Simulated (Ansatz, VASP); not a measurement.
# One calculation of HfO2, two programs

The input INCAR:

```
PREC = Accurate
ENCUT = 600
EDIFF = 1E-7
ISMEAR = -1
SIGMA = 0.05
LREAL = F
LASPH = T
NELM = 120
ALGO = Normal
ISIF = 3
LWAVE = F
LCHARG = F
GGA = PS
IVDW = 13
IBRION = 2
NSW = 60
EDIFFG = -0.01
GGA_COMPAT = F
NELMIN = 4
```

KPOINTS

```
Automatic mesh
0
Gamma
  8 8 5
```

Contents of POSCAR:

```
HfO2
1.0
    3.5580193300      0.0000000000      0.0000000000
    0.0000000000      3.5580193300      0.0000000000
    0.0000000000      0.0000000000      5.1718612100
Hf O
2 4
Direct
    0.0000000000      0.0000000000      0.0000000000
    0.5000000000      0.5000000000      0.5000000000
    0.0000000000      0.5000000000      0.1972078800
    0.5000000000      0.0000000000      0.3027921200
    0.5000000000      0.0000000000      0.8027921200
    0.0000000000      0.5000000000      0.6972078800
```

input.yaml

```yaml
crystal:
  lattice:
    - [3.55801933, 0.0, 0.0]
    - [0.0, 3.55801933, 0.0]
    - [0.0, 0.0, 5.17186121]
  atoms:
    - { symbol: Hf, position: [0.0, 0.0, 0.0] }
    - { symbol: Hf, position: [0.5, 0.5, 0.5] }
    - { symbol: O, position: [0.0, 0.5, 0.19720788] }
    - { symbol: O, position: [0.5, 0.0, 0.30279212] }
    - { symbol: O, position: [0.5, 0.0, 0.80279212] }
    - { symbol: O, position: [0.0, 0.5, 0.69720788] }
hamiltonian:
  xc: pbesol
  pseudopotentials: { kind: paw }
  dispersion: d4
kpoints:
  mp_grid: { grid: [8, 8, 5] }
scf:
  occupations: { method: fermi_dirac, width: 0.05 }
output:
  forces: true
  stress: true
  write_density: true
  write_potential: true
  elf: true
  volumetric_format: npy
relax:
  f_tol: 0.01
  max_steps: 40
  cell: { stress_tol: 0.05 }
```

Alike in both runs: task relaxation of cell and atoms; functional PBEsol; dispersion D4; k mesh 8 × 8 × 5; occupations fermi-dirac, width 0.05 eV; no spin polarisation.

|  | VASP | Ansatz |
| --- | --- | --- |
| version | VASP 6.6.1 | Ansatz 0.2.0 |
| potentials or method | VASP PAW PBE potentials, release 64 (Hf_pv, O) | Ansatz PAW |
| plane-wave cutoff (eV) | 600 | 420 |
| valence electrons in the cell | 44 | 76 |

```csv
,VASP,Ansatz,Ansatz less VASP
"gap on the k mesh at the Fermi level, each at its own relaxed structure (eV)",4.60,4.58,-0.019
relaxed volume (Å³/atom),10.68,10.86,+0.178
relaxed cell length with the largest relative difference (Å),5.107,5.145,+0.0382
```

VASP's potentials were made for PBE, not for PBEsol. VASP's potentials hold 44 valence electrons a cell and Ansatz's 76, so a difference there can come from the potentials and not from the codes.

Spin-orbit coupling is off throughout. Noted on Ansatz's run: odd divisions of the mesh miss points on the zone boundary, where band edges often lie, so the gap on the mesh can be too wide; the plane-wave basis is chosen anew once the cell has moved, so the energies of steps on either side of that aren't comparable.
